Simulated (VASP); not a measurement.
# Pb: single point with r2SCAN

Crystal: Pb.

```
Pb
1.0
     3.59349    0.00000    0.00000
    -1.79674    3.11205    0.00000
     0.00000    0.00000   11.72070
Pb
4
Cartesian
  1.7967 1.0374 8.7905
  0.0000 0.0000 5.8603
  0.0000 2.0747 2.9302
  0.0000 0.0000 0.0000
```

This isn't the form of Pb at room conditions, which is fcc.

| Item | Value |
| --- | --- |
| Program | VASP 6.6.1 |
| Task | single point |
| Functional | r2SCAN |
| Potentials or basis | VASP PAW PBE potentials, release 64 (Pb_d) |
| Cutoff | 520 eV |
| k mesh | 9 × 9 × 3 |
| Occupations | fermi-dirac, width 0.05 eV |
| Spin | no spin polarisation |

```json
{"Pressure": "-2.2 GPa", "Band gap on the k mesh": "zero (bands 28 and 29 overlap by 7.40 eV)"}
```

Stress tensor (GPa, compression positive):
```
-2.36  0.00  0.00
 0.00 -2.36  0.00
 0.00  0.00 -1.97
```

Levels at points of the mesh, in eV from the Fermi level:
| k point | band 24 | band 25 | band 26 | band 27 | band 28 | band 29 | band 30 | band 31 | band 32 | band 33 |
| --- | --- | --- | --- | --- | --- | --- | --- | --- | --- | --- |
| (0.00, 0.00, 0.00) | -8.40 | -3.98 | 0.72 | 0.72 | 5.34 | 5.34 | 6.08 | 6.08 | 6.17 | 6.17 |

Wall time 7.4 min on 1 thread of AMD EPYC 7R13, on a shared host, peak memory 0.32 GiB.

Caveat: the PAW data sets were made with another functional, which shifts forces and pressure a little; spin-orbit coupling is left out, which moves the levels of the heavy elements.
